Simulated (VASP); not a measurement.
Wanted: the native input for a VASP 6.6.1 run.

* Task: single point
* Functional: PBEsol
* Dispersion: D4
* Potentials or basis: VASP PAW PBE potentials, release 64 (Ni, O)
* Cutoff: 520 eV
* k mesh: 11 × 11 × 11
* Occupations: fermi-dirac, width 0.05 eV
* Spin: collinear spin, ferromagnetic start
* Starting moments: [1.0, 0.0] μB
* Dipole correction: no
* Further INCAR settings: ALGO = Normal; EDIFF = 1e-06; NBANDS = 19

The structure of NiO lies in POSCAR:

```
NiO
1.0
    0.0000000000      2.0997159621      2.0997159621
    2.0997159621      0.0000000000      2.0997159621
    2.0997159621      2.0997159621      0.0000000000
Ni O
1 1
Direct
    0.0000000000      0.0000000000      0.0000000000
    0.5000000000      0.5000000000      0.5000000000
```

The input as run:

INCAR

```
  PREC = Accurate
  ENCUT = 520
  EDIFF = 1E-6
  ISMEAR = -1
  SIGMA = 0.05
  LREAL = False
  LASPH = True
  NELM = 150
  ALGO = Normal
  ISIF = 2
  LWAVE = False
  LCHARG = False
  ISPIN = 2
  MAGMOM = 1 0
  LORBIT = 11
  LMAXMIX = 4
  GGA = PS
  IVDW = 13
  NBANDS = 19
```

KPOINTS

```
Automatic mesh
0
Gamma
  11 11 11
```

Potentials or basis: VASP PAW PBE potentials, release 64 (Ni, O).

Launch:

```bash
$ cat potpaw_PBE.64/Ni/POTCAR potpaw_PBE.64/O/POTCAR > POTCAR
$ mpirun -np 1 vasp_std > vasp.out
```

Results of the run:

```
Pressure                                              : -13.0 GPa
Net moment                                            : 1.42 μB per cell
Site moments                                          : Ni +1.18; O +0.20 μB
Valence electrons inside the program's atomic spheres : Ni 8.99; O 4.92
Dispersion energy per atom                            : -0.174 eV
```

Caveat: the PAW data sets were made with another functional, which shifts forces and pressure a little; a cell with one magnetic atom can't hold antiferromagnetic order, which such compounds often take; pairwise dispersion overbinds metals, which lowers pressure and volume.

It took 17 s on 1 thread of Intel(R) Xeon(R) 6975P-C (Granite Rapids) (shared host), peak memory 0.17 GiB.
